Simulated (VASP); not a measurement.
Fe:

```xyz
1
Lattice="-1.4314 1.4314 1.4314 1.4314 -1.4314 1.4314 1.4314 1.4314 -1.4314" Properties=species:S:1:pos:R:3 pbc="T T T"
Fe    0.0000    0.0000    0.0000
```

Base run:

| Property | Result |
| --- | --- |
| Program | VASP 6.6.1 |
| Functional | r2SCAN |
| Potentials or basis | VASP PAW PBE potentials, release 64 (Fe) |
| Cutoff | 520 eV |
| k mesh | 15 × 15 × 15 |
| Occupations | fermi-dirac, width 0.1 eV |
| Spin | collinear spin, ferromagnetic start |
| Starting moments | [2.4] μB |
| Fixed moment | 2.4 μB |

Its results: pressure -6.2 GPa; site moments Fe +2.47 μB.

**Question.** The run is repeated on the same cell with these changes: fixed moment from 2.4 μB to 4.8 μB; moments at the start from [2.4] to [4.8]. What comes out?

**Answer.** Pressure 110.0 GPa; site moments Fe +4.55 μB.

Caveats: the PAW data sets were made with another functional, which shifts forces and pressure a little; the total moment is fixed, so each spin has its own Fermi level.
